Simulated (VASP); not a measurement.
Sb: single point with LDA

Sb:

```
CELL_PARAMETERS angstrom
4.52770 0.00000 0.00000
0.00000 4.42110 0.00000
-1.32052 0.00000 6.36435
ATOMIC_POSITIONS crystal
Sb 0.33993 0.25000 0.68367
Sb 0.93664 0.75000 0.76276
Sb 0.06336 0.25000 0.23724
Sb 0.66007 0.75000 0.31633
```

```
Program                : VASP 6.6.1
Task                   : single point
Functional             : LDA
Potentials or basis    : VASP PAW LDA potentials, release 64 (Sb_d_GW)
Cutoff                 : 500 eV
k mesh                 : 6 × 6 × 4
Occupations            : fermi-dirac, width 0.05 eV
Spin                   : no spin polarisation
Dipole correction      : no
Second run             : valence_matched
Further INCAR settings : ALGO = Normal; EDIFF = 1e-06; NBANDS = 38
```

- Pressure: -3.5 GPa
- Largest force: 0.229 eV/Å
- Band gap on the k mesh: zero (band 30 reaches 4.57 eV, above the bottom of band 31 at 4.07 eV)

Forces on the atoms (eV/Å):
```
Sb  -0.175  0.000  0.020
Sb   0.170  0.000 -0.153
Sb  -0.170  0.000  0.153
Sb   0.175  0.000 -0.020
```

Stress tensor (GPa, compression positive):
```
-3.52  0.00  0.36
 0.00 -4.11  0.00
 0.36  0.00 -3.01
```

Levels at points of the mesh, in eV from the Fermi level:
| k point | band 28 | band 29 | band 30 | band 31 | band 32 | band 33 |
| --- | --- | --- | --- | --- | --- | --- |
| (0.00, 0.00, 0.00) | -2.11 | -1.35 | -0.13 | 2.07 | 2.72 | 2.92 |
| (0.50, 0.00, 0.00) | -1.07 | -0.87 | -0.68 | 0.29 | 1.09 | 1.26 |
| (0.00, 0.50, 0.00) | -1.38 | -1.07 | -1.07 | 0.41 | 0.41 | 1.31 |
| (0.50, 0.50, 0.00) | -3.47 | -2.26 | -2.26 | 0.84 | 0.84 | 4.94 |
| (0.00, 0.00, 0.50) | -2.09 | -1.71 | -1.55 | 0.65 | 1.88 | 2.21 |
| (0.50, 0.00, 0.50) | -1.00 | -0.85 | -0.70 | -0.32 | 0.76 | 1.05 |
| (0.00, 0.50, 0.50) | -1.61 | -0.82 | -0.82 | 0.11 | 0.11 | 0.96 |
| (0.50, 0.50, 0.50) | -3.80 | -1.25 | -1.25 | 1.94 | 1.94 | 3.58 |

Wall time 83 s on 1 thread of Intel(R) Xeon(R) 6975P-C (Granite Rapids) (shared host), peak memory 0.33 GiB.

Caveat: spin-orbit coupling is left out, which moves the levels of the heavy elements.
